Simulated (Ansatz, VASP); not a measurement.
LiCl in VASP and in Ansatz

```
Li Cl
1.0
     0.00000    2.74766    2.74766
     2.74766    0.00000    2.74766
     2.74766    2.74766    0.00000
Li Cl
1 1
Direct
  0.25000 0.25000 0.25000
  0.50000 0.50000 0.50000
```

Alike in both runs: functional PBE; k mesh 6 × 6 × 6; occupations gaussian, width 0.1 eV; no spin polarisation.

Ansatz relaxed the structure, and its values are those at the end. VASP's run is a single point on that final structure, the one shown.

|  | VASP | Ansatz |
| --- | --- | --- |
| version | VASP 6.6.1 | Ansatz 0.2.0 |
| potentials or method | VASP PAW PBE potentials, release 64 (Li_sv, Cl), cutoff 520 eV | scalar-relativistic, plane waves, PAW |
| valence electrons in the cell | 10 | 10 |

```tsv
	VASP	Ansatz	Ansatz less VASP
gap on the k mesh at the Fermi level (eV)	6.00	5.99	-0.006
least direct gap on the mesh (eV)	6.00	5.99	-0.006
```

With one functional, cell and mesh, what is left measures potentials, basis and numerics.

Noted on VASP's run: the cutoff is short for stress, so the pressure is rough.
